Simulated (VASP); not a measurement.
# BAs: single point with PBE

Crystal: BAs.

```
CELL_PARAMETERS angstrom
0.00000 2.45057 2.45057
2.45057 0.00000 2.45057
2.45057 2.45057 0.00000
ATOMIC_POSITIONS crystal
B 0.00000 0.00000 0.00000
As 0.25000 0.25000 0.25000
```

```json
{
 "Program": "VASP 6.6.1",
 "Task": "single point",
 "Functional": "PBE",
 "Potentials or basis": "VASP PAW PBE potentials, release 64 (B, As)",
 "Cutoff": "520 eV",
 "k mesh": "8 × 8 × 8",
 "Occupations": "gaussian, width 0.01 eV",
 "Spin": "no spin polarisation"
}
```

The pressure is -6.2 GPa and the band gap on the k mesh is 1.26 eV, indirect (least direct gap 3.18 eV).

Levels at points of the mesh, in eV from the valence-band top:
```tsv
k point	band 1	band 2	band 3	band 4	band 5	band 6	band 7	band 8
(0.00, 0.00, 0.00)	-14.72	0.00	0.00	0.00	3.18	3.18	3.18	3.73
(0.50, 0.00, 0.00)	-12.12	-8.25	-1.69	-1.69	2.26	4.69	4.69	8.70
(0.50, 0.50, 0.00)	-10.93	-8.11	-3.77	-3.77	1.51	1.52	10.64	10.64
```

Wall time 13 s on 1 thread of Intel Xeon 6975P-C (shared host), peak memory 0.16 GiB.

A k mesh can miss the band edges. PBE gaps usually lie below the measured ones, often by a third to a half.
